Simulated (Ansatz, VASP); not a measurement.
# One calculation of TiO2, two programs

INCAR

```
SYSTEM = TiO2
  ALGO = Normal
  EDIFF = 1E-6
  ENCUT = 520
  GGA = PE
  ISIF = 2
  ISMEAR = 0
  LASPH = .TRUE.
  LCHARG = .FALSE.
  LDAU = .TRUE.
  LDAUJ = 0 0
  LDAUL = 2 -1
  LDAUPRINT = 1
  LDAUTYPE = 2
  LDAUU = 4 0
  LMAXMIX = 4
  LREAL = .FALSE.
  LWAVE = .FALSE.
  NBANDS = 33
  NELM = 150
  PREC = Accurate
  SIGMA = 0.05
```

The input KPOINTS:

```
k-points
0
G
  8 8 8
  0 0 0
```

The input POSCAR:

```
TiO2
1.0
   -1.8134000000      1.8134000000      4.7584500000
    1.8134000000     -1.8134000000      4.7584500000
    1.8134000000      1.8134000000     -4.7584500000
Ti O
2 4
Direct
    0.0000000000      0.0000000000      0.0000000000
    0.7500000000      0.2500000000      0.5000000000
    0.2052682436      0.2052682436      0.0000000000
    0.9552682436      0.4552682436      0.5000000000
    0.5447317564      0.0447317564      0.5000000000
    0.7947317564      0.7947317564      0.0000000000
```

Input for Ansatz:

```yaml
crystal:
  lattice:
    - [-1.8134, 1.8134, 4.75845]
    - [1.8134, -1.8134, 4.75845]
    - [1.8134, 1.8134, -4.75845]
  atoms:
    - { symbol: Ti, position: [0.0, 0.0, 0.0] }
    - { symbol: Ti, position: [0.75, 0.25, 0.5] }
    - { symbol: O, position: [0.2052682436, 0.2052682436, 0.0] }
    - { symbol: O, position: [0.9552682436, 0.4552682436, 0.5] }
    - { symbol: O, position: [0.5447317564, 0.0447317564, 0.5] }
    - { symbol: O, position: [0.7947317564, 0.7947317564, 0.0] }
basis:
  ecutwfc: 520.0
kpoints:
  mp_grid: { grid: [8, 8, 8] }
hamiltonian:
  xc: pbe
  hubbard: { sites: [{ species: Ti, l: d, u_eff: 4.0 }] }
scf:
  occupations: { method: gaussian, width: 0.05 }
output:
  forces: true
  stress: true
  eigenvalues: true
  write_density: true
  write_potential: true
  elf: true
  volumetric_format: npy
```

Alike in both runs: task single point; functional PBE; k mesh 8 × 8 × 8; occupations gaussian, width 0.05 eV; no spin polarisation; Hubbard terms Ti d U = 4.0 eV.

|  | VASP | Ansatz |
| --- | --- | --- |
| version | VASP 6.6.1 | Ansatz 0.2.0 |
| potentials or method | VASP PAW PBE potentials, release 64 (Ti_sv, O), cutoff 520 eV | scalar-relativistic, plane waves, PAW |
| valence electrons in the cell | 48 | 48 |

```csv
,VASP,Ansatz,Ansatz less VASP
gap on the k mesh at the Fermi level (eV),3.09,3.04,-0.054
least direct gap on the mesh (eV),3.37,3.32,-0.051
rms of the force components (eV/Å),0.233,0.165,-0.0683
```

The programs project onto different local orbitals, so the same U acts differently, and such runs can settle in different states. Atom by atom the forces differ by 0.068 eV/Å (rms over components).
